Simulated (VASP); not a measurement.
TePb: single point with PBEsol+D4

Crystal: TePb.

```
Pb Te
1.0
     3.87545    0.00000    0.00000
     0.00000    3.87545    0.00000
     0.00000    0.00000    3.87545
Pb Te
1 1
Direct
  0.00000 0.00000 0.00000
  0.50000 0.50000 0.50000
```

* Program: VASP 6.6.1
* Task: single point
* Functional: PBEsol
* Dispersion: D4
* Potentials or basis: VASP PAW PBE potentials, release 64 (Pb_d, Te)
* Cutoff: 520 eV
* k mesh: 7 × 7 × 7
* Occupations: fermi-dirac, width 0.05 eV
* Spin: no spin polarisation
* Dipole correction: no
* Further INCAR settings: ALGO = Normal; EDIFF = 1e-06; NBANDS = 17

The pressure is -0.1 GPa and the band gap on the k mesh is zero (band 10 reaches 7.55 eV, above the bottom of band 11 at 6.49 eV). The dispersion energy per atom is -0.290 eV.

Levels at points of the mesh, in eV from the Fermi level:
```csv
k point,band 7,band 8,band 9,band 10,band 11,band 12,band 13,band 14
"(0.00, 0.00, 0.00)",-6.40,-1.73,-1.73,-1.73,3.90,3.90,5.97,5.97
```

Wall time 13 s on 1 thread of Intel(R) Xeon(R) Platinum 8488C (Sapphire Rapids), with other jobs on the host, peak memory 0.17 GiB.

Caveat: the PAW data sets were made with another functional, which shifts forces and pressure a little; spin-orbit coupling is left out, which moves the levels of the heavy elements; pairwise dispersion overbinds metals, which lowers pressure and volume.
